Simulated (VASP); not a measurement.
Runs of VASP 6.6.1 on WC (Qusongite). The structure is that of space group P-6m2 (No. 187), or close to it. The cells are those of the table. 

```csv
cell,gap on the mesh (eV),pressure (GPa)
"a = 2.982, b = 2.982, c = 2.910 Å, angles 90.0, 90.0, 120.0°, 2 atoms",none,(b)
"a = 2.827, b = 2.827, c = 2.759 Å, angles 90.0, 90.0, 120.0°, 2 atoms",none,47.9
"a = 3.018, b = 3.018, c = 2.946 Å, angles 90.0, 90.0, 120.0°, 2 atoms",none,(a)
"a = 2.945, b = 2.945, c = 2.874 Å, angles 90.0, 90.0, 120.0°, 2 atoms",none,-8.3
"a = 2.867, b = 2.867, c = 2.798 Å, angles 90.0, 90.0, 120.0°, 2 atoms",none,25.2
```

Alike in all rows: task single point; level PBE; potentials or basis VASP PAW PBE potentials, release 64 (W_sv, C); no spin polarisation; k mesh 11 × 11 × 10; cutoff (eV) 520; smearing fermi-dirac 0.1 eV.

Question: Estimate the missing entries.

Answer: (a) -30.3; (b) -20.4.

Caveats: spin-orbit coupling is left out, which moves the levels of the heavy elements.

A k mesh can miss the band edges, and the runs leave out spin-orbit coupling on W.

A gap of «none» marks levels without a gap at the run's occupations.
